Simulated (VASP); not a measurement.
# La2MgGa6Ge (R3) in VASP: single point with PBEsol

Aim: the single point of La2MgGa6Ge with PBEsol.

Program: VASP 6.6.1. These are calculated values, not measurements. Logs are shortened: lines on timing, memory, paths and dates and some standing lists are left out, and cuts for length are marked.

### Step 1. The cell of the first run

The typed cell holds 10 atoms: a = 6.351 Å, b = 6.351 Å, c = 6.351 Å, α = 59.59°, β = 59.59°, γ = 59.59°.

### Step 2. Single point, PBEsol

File INCAR:

```
PREC     = Accurate       # precision mode
ENCUT    = 520            # plane-wave cutoff, eV
EDIFF    = 1E-6           # SCF threshold, eV
ISMEAR   = -1             # smearing method
SIGMA    = 0.1            # smearing width, eV
LREAL    = False          # projectors in reciprocal space
LASPH    = True           # aspherical terms in the spheres
NELM     = 100            # most SCF steps
ALGO     = Normal         # electronic algorithm
ISIF     = 2              # what is computed and relaxed
LWAVE    = False          # write WAVECAR
LCHARG   = False          # write CHGCAR
GGA      = PS             # functional
NBANDS   = 69             # bands
```

File KPOINTS:

```
regular mesh
0
Gamma
  4 4 4
```

File POSCAR:

```
La2MgGa6Ge
1.0
    3.1556887249      1.8219375615      5.2014122548
   -3.1556887249      1.8219375615      5.2014122548
    0.0000000000     -3.6438756428      5.2014120728
La Ge Mg Ga
2 1 1 6
Direct
    0.7279062721      0.7279062721      0.7279062721
    0.2367833351      0.2367833351      0.2367833351
    0.5521661006      0.5521661006      0.5521661006
    0.0361335048      0.0361335048      0.0361335048
    0.7716081125      0.1546043504      0.7713641195
    0.7713641195      0.7716081125      0.1546043504
    0.1546043504      0.7713641195      0.7716081125
    0.2881190669      0.2880766093      0.6772385290
    0.6772385290      0.2881190669      0.2880766093
    0.2880766093      0.6772385290      0.2881190669
```

Potentials or basis: VASP PAW PBE potentials, release 64 (La, Ge_d, Mg, Ga_d).

On the command line:

```sh
$ cat potpaw_PBE.64/La/POTCAR potpaw_PBE.64/Ge_d/POTCAR potpaw_PBE.64/Mg/POTCAR potpaw_PBE.64/Ga_d/POTCAR > POTCAR
$ mpirun -np 1 vasp_std > vasp.out
```

OUTCAR:

```text
PREC = Accurate
   ENCUT = 520
   EDIFF = 1E-6
   ISMEAR = -1
   LREAL = False
   LASPH = True
   NELM = 100
   ISIF = 2
   GGA = PS

 ion  position               nearest neighbor table
   1  0.728  0.728  0.728-   3 2.74   5 3.02   7 3.02   6 3.02   9 3.20  10 3.20   8 3.20  10 3.20
                             9 3.20   8 3.20   4 3.66   4 3.66   4 3.66
   2  0.237  0.237  0.237-   4 3.13   9 3.16  10 3.16   8 3.16   5 3.18   7 3.18   6 3.18   7 3.19
                             5 3.19   6 3.19  10 3.26   9 3.26   8 3.26
   3  0.552  0.552  0.552-   6 2.26   7 2.26   5 2.26   8 2.53   9 2.53  10 2.53   1 2.74
   4  0.036  0.036  0.036-   8 2.35  10 2.35   9 2.35   6 2.55   7 2.55   5 2.55   2 3.13   1 3.66
                             1 3.66   1 3.66
   5  0.772  0.155  0.771-   3 2.26   6 2.42   7 2.42   4 2.55   1 3.02   2 3.18   2 3.19
   6  0.771  0.772  0.155-   3 2.26   5 2.42   7 2.42   4 2.55   1 3.02   2 3.18   2 3.19
   7  0.155  0.771  0.772-   3 2.26   6 2.42   5 2.42   4 2.55   1 3.02   2 3.18   2 3.19
   8  0.288  0.288  0.677-   4 2.35   9 2.46  10 2.46   3 2.53   2 3.16   1 3.20   1 3.20   2 3.26

   9  0.677  0.288  0.288-   4 2.35   8 2.46  10 2.46   3 2.53   2 3.16   1 3.20   1 3.20   2 3.26

  10  0.288  0.677  0.288-   4 2.35   8 2.46   9 2.46   3 2.53   2 3.16   1 3.20   1 3.20   2 3.26

  LATTYP: Found a trigonal (rhomboedric) cell.
 ALAT       =     6.3507887109
 COS(alpha) =     0.5061864715

  Lattice vectors:

 A1 = (   3.1556887249,   1.8219375615,   5.2014122548)
 A2 = (  -3.1556887249,   1.8219375615,   5.2014122548)
 A3 = (   0.0000000000,  -3.6438756428,   5.2014120728)

Analysis of symmetry for initial positions (statically):
=====================================================================
 Subroutine PRICEL returns:
 Original cell was already a primitive cell.

 Routine SETGRP: Setting up the symmetry group for a
 trigonal (rhombohedral) supercell.

 Subroutine GETGRP returns: Found  3 space group operations
 (whereof  3 operations were pure point group operations)
 out of a pool of 12 trial point group operations.

The static configuration has the point symmetry C_3 .

Analysis of symmetry for dynamics (positions and initial velocities):
=====================================================================
 Subroutine PRICEL returns:
 Original cell was already a primitive cell.

 Routine SETGRP: Setting up the symmetry group for a
 trigonal (rhombohedral) supercell.

 Subroutine GETGRP returns: Found  3 space group operations
 (whereof  3 operations were pure point group operations)
 out of a pool of 12 trial point group operations.

The dynamic configuration has the point symmetry C_3 .

 Subroutine INISYM returns: Found  3 space group operations
 (whereof  3 operations are pure point group operations),
 and found     1 'primitive' translations

----------------------------------------------------------------------------------------

                                     Primitive cell

  volume of cell :     179.4321

  direct lattice vectors                    reciprocal lattice vectors
     3.155688725  1.821937561  5.201412255     0.158444018  0.091477694  0.064085163
    -3.155688725  1.821937561  5.201412255    -0.158444018  0.091477694  0.064085163
     0.000000000 -3.643875643  5.201412073     0.000000000 -0.182955395  0.064085154

  length of vectors
     6.350788711  6.350788711  6.350788711     0.193854542  0.193854542  0.193854542

  position of ions in fractional coordinates (direct lattice)
     0.727906272  0.727906272  0.727906272
     0.236783335  0.236783335  0.236783335
     0.552166101  0.552166101  0.552166101
     0.036133505  0.036133505  0.036133505
     0.771608112  0.154604350  0.771364119
     0.771364119  0.771608112  0.154604350
     0.154604350  0.771364119  0.771608112
     0.288119067  0.288076609  0.677238529
     0.677238529  0.288119067  0.288076609
     0.288076609  0.677238529  0.288119067

  ion indices of the primitive-cell ions
   primitive index   ion index
                 1           1
                 2           2
                 3           3
                 4           4
                 5           5
                 6           6
                 7           7
                 8           8
                 9           9
                10          10

----------------------------------------------------------------------------------------

 KPOINTS: regular mesh

Automatic generation of k-mesh.
 Grid dimensions read from file:
 generate k-points for:    4    4    4

 Generating k-lattice:

  Cartesian coordinates                     Fractional coordinates (reciprocal lattice)
     0.039611004  0.022869424  0.016021291     0.250000000  0.000000000  0.000000000
    -0.039611004  0.022869424  0.016021291     0.000000000  0.250000000  0.000000000
     0.000000000 -0.045738849  0.016021289     0.000000000  0.000000000  0.250000000

  Length of vectors
     0.048463635  0.048463635  0.048463635

  Shift w.r.t. Gamma in fractional coordinates (k-lattice)
     0.000000000  0.000000000  0.000000000

 Subroutine IBZKPT returns following result:
 ===========================================

 Found     14 irreducible k-points:

 Following reciprocal coordinates:
            Coordinates               Weight
  0.000000  0.000000  0.000000      1.000000
  0.250000  0.000000  0.000000      6.000000
  0.500000  0.000000  0.000000      3.000000
  0.250000  0.250000  0.000000      6.000000
  0.500000  0.250000  0.000000      6.000000
  0.500000  0.000000 -0.250000      6.000000
 -0.250000  0.250000  0.000000      6.000000
  0.500000  0.500000  0.000000      3.000000
  0.250000  0.250000  0.250000      2.000000
  0.500000  0.250000  0.250000      6.000000
 -0.250000  0.250000  0.250000      6.000000
  0.500000  0.500000  0.250000      6.000000
 -0.250000  0.500000  0.250000      6.000000
  0.500000  0.500000  0.500000      1.000000
   k-points           NKPTS =     14   k-points in BZ     NKDIM =     14   number of bands    NBANDS=     69
   number of dos      NEDOS =    301   number of ions     NIONS =     10
   total plane-waves  NPLWV = 110592
   dimension x,y,z NGX =    48 NGY =   48 NGZ =   48
   dimension x,y,z NGXF=    96 NGYF=   96 NGZF=   96
   ions per type =               2   1   1   6
   NGX,Y,Z   is equivalent  to a cutoff of  12.57, 12.57, 12.57 a.u.
   NGXF,Y,Z  is equivalent  to a cutoff of  25.13, 25.13, 25.13 a.u.
 SYSTEM =  unknown system
   PREC   = accura    normal or accurate (medium, high low for compatibility)
   ISTART =      0    job   : 0-new  1-cont  2-samecut
   ICHARG =      2    charge: 1-file 2-atom 10-const
   ISPIN  =      1    spin polarized calculation?
   LNONCOLLINEAR =      F non collinear calculations
   LSORBIT =      F    spin-orbit coupling
   LASPH  =      T    aspherical Exc in radial PAW
   ENCUT  =  520.0 eV  38.22 Ry    6.18 a.u.  11.81 11.81 11.81*2*pi/ulx,y,z
   NELM   =    100;   NELMIN=  2; NELMDL= -5     # of ELM steps
   EDIFF  = 0.1E-05   stopping-criterion for ELM
   LREAL  =      F    real-space projection
   EDIFFG = 0.1E-04   stopping-criterion for IOM
   NSW    =      0    number of steps for IOM
   IBRION =     -1    ionic relax: 0-MD 1-quasi-New 2-CG
   NFREE  =      0    steps in history (QN), initial steepest desc. (CG)
   ISIF   =      2    stress and relaxation
   ISYM   =      2    0-nonsym 1-usesym 2-fastsym
   POTIM  = 0.5000    time-step for ionic-motion
   TEBEG  =    0.0;   TEEND  =   0.0 temperature during run
   PSTRESS=    0.0 pullay stress
   NELECT =     116.0000    total number of electrons
   NUPDOWN=      -1.0000    fix difference up-down
   EMIN   =  10.00;   EMAX   =-10.00  energy-range for DOS
   EFERMI =   0.00;   METHOD = LEGACY
   ISMEAR =    -1;   SIGMA  =   0.10  broadening in eV -4-tet -1-fermi 0-gaus
   EFERMI_NEDOS =   21; number of points for ismear=-14 and -15
   IALGO  =     38    algorithm
   IMIX   =      4    mixing-type and parameters
     AMIX     =   0.40;   BMIX     =  1.00
     AMIX_MAG =   1.60;   BMIX_MAG =  1.00
  volume/ion in A,a.u.               =      17.94       121.09
  Fermi-wavevector in a.u.,A,eV,Ry     =   1.415557  2.675015 27.263384  2.003802
  Thomas-Fermi vector in A             =   2.536983
   LORBIT       =      0    0 simple, 1 ext, 2 COOP (PROOUT), +10 PAW based schemes
   GGA     = PS    functional components
   LHFCALC =     F    Hartree Fock is set to
   AEXX    =    0.0000 exact exchange contribution
   IVDW    =     0    specifies the selected vdW correction
   LEPSILON=     F    determine dielectric tensor
   LRPA    =     F    only Hartree local field effects (RPA)
 non-spin polarized calculation
  energy-cutoff  :      520.00
  volume of cell :      179.43
 maximum number of plane-waves:      4909
   NGX = 23   NGY = 23   NGZ = 23

 number of electron     116.0000036 magnetization

 Free energy of the ion-electron system (eV)
  ---------------------------------------------------
  ext. energy  EPLUGINS =         0.00000000
  ---------------------------------------------------
  free energy    TOTEN  =       -38.21577665 eV

  energy without entropy =      -38.09929694  energy(sigma->0) =      -38.15753679

 E-fermi :   8.4295     XC(G=0): -11.5363

 val. band max:        8.3774965930   @ k =   0.5000   0.5000   0.5000
 cond. band min:       8.4752802632   @ k =  -0.2500   0.2500   0.2500
 fundamental gap:      0.0977836702
 Fermi energy:         8.4295402959

 k-point     1 :       0.0000    0.0000    0.0000
  band No.  band energies     occupation
      1     -24.1646      2.00000
      2     -23.8935      2.00000
      3     -16.7704      2.00000
      4     -16.7689      2.00000
      5     -16.7689      2.00000
      6     -16.7280      2.00000
[... 61 lines left out ...]
     68      10.7675      0.00000
     69      10.7969      0.00000

 k-point     2 :       0.2500    0.0000    0.0000
  band No.  band energies     occupation
      1     -24.1638      2.00000
      2     -23.8935      2.00000
      3     -16.7704      2.00000
      4     -16.7690      2.00000
      5     -16.7689      2.00000
      6     -16.7280      2.00000
[... 61 lines left out ...]
     68      10.6992      0.00000
     69      10.8105      0.00000

 k-point     3 :       0.5000    0.0000    0.0000
  band No.  band energies     occupation
      1     -24.1630      2.00000
      2     -23.8936      2.00000
      3     -16.7703      2.00000
      4     -16.7691      2.00000
      5     -16.7689      2.00000
      6     -16.7280      2.00000
[... 781 lines left out ...]
     68      10.7906      0.00000
     69      10.8363      0.00000

 k-point    14 :       0.5000    0.5000    0.5000
  band No.  band energies     occupation
      1     -24.1631      2.00000
      2     -23.8934      2.00000
      3     -16.7702      2.00000
      4     -16.7689      2.00000
      5     -16.7689      2.00000
      6     -16.7279      2.00000
[... 61 lines left out ...]
     68      10.6887      0.00000
     69      10.7893      0.00000

------------------------ aborting loop because EDIFF is reached ----------------------------------------

  FORCE on cell =-STRESS in cart. coord.  units (eV):
  Direction    XX          YY          ZZ          XY          YZ          ZX
  --------------------------------------------------------------------------------------
  -------------------------------------------------------------------------------------
  Total       22.5231170     22.5231170     22.5666214      0.0000000     -0.0000000      0.0000000
  in kB      201.1124077    201.1124077    201.5008649      0.0000001     -0.0000000      0.0000000
  external PRESSURE =     201.2418934 kB  Pullay stress =       0.0000000 kB

 VOLUME and BASIS-vectors are now :
 -----------------------------------------------------------------------------
  energy-cutoff  :      520.00
  volume of cell :      179.43
      direct lattice vectors                 reciprocal lattice vectors
     3.155688725  1.821937561  5.201412255     0.158444018  0.091477694  0.064085163
    -3.155688725  1.821937561  5.201412255    -0.158444018  0.091477694  0.064085163
     0.000000000 -3.643875643  5.201412073     0.000000000 -0.182955395  0.064085154

 POSITION                                       TOTAL-FORCE (eV/Angst)
 -----------------------------------------------------------------------------------
      0.00000     -0.00000     11.35842        -0.000000     -0.000000      0.001252
      0.00000     -0.00000      3.69482        -0.000000     -0.000000      0.006483
      0.00000     -0.00000      8.61613        -0.000000     -0.000000      0.010420
      0.00000     -0.00000      0.56384        -0.000000      0.000000     -0.003926
      1.94707     -1.12325      8.82980         0.004599     -0.003413      0.000916
     -0.00077      2.24784      8.82980         0.000656      0.005690      0.000916
     -1.94630     -1.12459      8.82980        -0.005256     -0.002276      0.000916
      0.00013     -1.41798      6.51963        -0.000215     -0.008336     -0.005659
      1.22794      0.70911      6.51963         0.007327      0.003982     -0.005659
     -1.22807      0.70887      6.51963        -0.007112      0.004355     -0.005659
 -----------------------------------------------------------------------------------
    total drift:                               -0.000000      0.000000      0.000505

  FREE ENERGIE OF THE ION-ELECTRON SYSTEM (eV)
  ---------------------------------------------------
  free  energy   TOTEN  =       -38.2157766505 eV

  energy  without entropy=      -38.0992969365  energy(sigma->0) =      -38.15753679
```

It took 3.8 min on 1 thread of Intel Xeon Platinum 8375C at 2.90GHz (Ice Lake), shared host; peak memory 0.43 GiB.

Results:

```
Free energy            : -38.2158 eV
Pressure               : 20.1 GPa
Largest force          : 0.010 eV/Å
Band gap on the k mesh : zero (band 58 reaches 9.21 eV, above the bottom of band 59 at 8.38 eV)
```

Forces in eV/Å, atoms in the order of the input:
```
La   0.000  0.000  0.001
La   0.000  0.000  0.006
Ge   0.000  0.000  0.010
Mg   0.000  0.000 -0.004
Ga   0.005 -0.003  0.001
Ga   0.001  0.006  0.001
Ga  -0.005 -0.002  0.001
Ga   0.000 -0.008 -0.006
Ga   0.007  0.004 -0.006
Ga  -0.007  0.004 -0.006
```

Caveat: the PAW data sets were made with another functional, which shifts forces and pressure a little; spin-orbit coupling is left out, which moves the levels of the heavy elements.
